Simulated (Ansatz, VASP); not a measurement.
Two plane-wave programs on CuO

Contents of INCAR:

```
PREC = Accurate
ENCUT = 520
EDIFF = 1E-7
ISMEAR = 0
SIGMA = 0.1
LREAL = False
LASPH = True
NELM = 100
ALGO = Normal
ISIF = 2
LWAVE = False
LCHARG = False
GGA = PS
NBANDS = 25
```

KPOINTS

```
Automatic mesh
0
Gamma
  2 2 2
```

File POSCAR:

```
CuO
1.0
    2.3446500000     -1.7134000000      0.0000000000
    2.3446500000      1.7134000000      0.0000000000
   -0.8605500000      0.0000000000      5.0594400000
Cu O
2 2
Direct
    0.0032000000      0.4968000000      0.0000000000
    0.4968000000      0.0032000000      0.5000000000
    0.5714000000      0.4056000000      0.2537000000
    0.4056000000      0.5714000000      0.7537000000
```

Input for Ansatz:

```yaml
crystal:
  lattice:
    - [2.34465, -1.7134, 0.0]
    - [2.34465, 1.7134, 0.0]
    - [-0.86055, 0.0, 5.05944]
  atoms:
    - { symbol: Cu, position: [0.0032, 0.4968, 0.0] }
    - { symbol: Cu, position: [0.4968, 0.0032, 0.5] }
    - { symbol: O, position: [0.5714, 0.4056, 0.2537] }
    - { symbol: O, position: [0.4056, 0.5714, 0.7537] }
basis:
  ecutwfc: 420
kpoints:
  mp_grid: { grid: [2, 2, 2] }
hamiltonian:
  xc: pbesol
scf:
  occupations: { method: gaussian, width: 0.1 }
output:
  forces: true
  stress: true
  eigenvalues: true
```

Alike in both runs: task single point; functional PBEsol; k mesh 2 × 2 × 2; occupations gaussian, width 0.1 eV; no spin polarisation.

|  | VASP | Ansatz |
| --- | --- | --- |
| version | VASP 6.6.1 | Ansatz 0.2.0 |
| potentials or method | VASP PAW PBE potentials, release 64 (Cu, O), cutoff 520 eV | scalar-relativistic, plane waves, PAW |
| valence electrons in the cell | 34 | 50 |

VASP gave:

| Item | Value |
| --- | --- |
| gap on the k mesh at the Fermi level (eV) | none |
| pressure (GPa) | 1.7 |
| traceless stress, the component that is largest in VASP (GPa) | -10.89 |
| rms of the force components (eV/Å) | 0.353 |

Problem. What did Ansatz give for the same quantities?

Solution. gap on the k mesh at the Fermi level (eV): none; pressure (GPa): 1.1; traceless stress, the component that is largest in VASP (GPa): -11.28; rms of the force components (eV/Å): 0.343.

VASP's potentials were made for PBE, not for PBEsol. Atom by atom the forces differ by 0.021 eV/Å (rms over components). A gap of «none» marks a metal or a gap that the smearing closes. With one functional, cell and mesh, what is left measures potentials, basis and numerics. VASP's potentials hold 34 valence electrons a cell and Ansatz's 50, so a difference there can come from the potentials and not from the codes.

The k mesh is coarse, so the values compare programs but aren't converged.
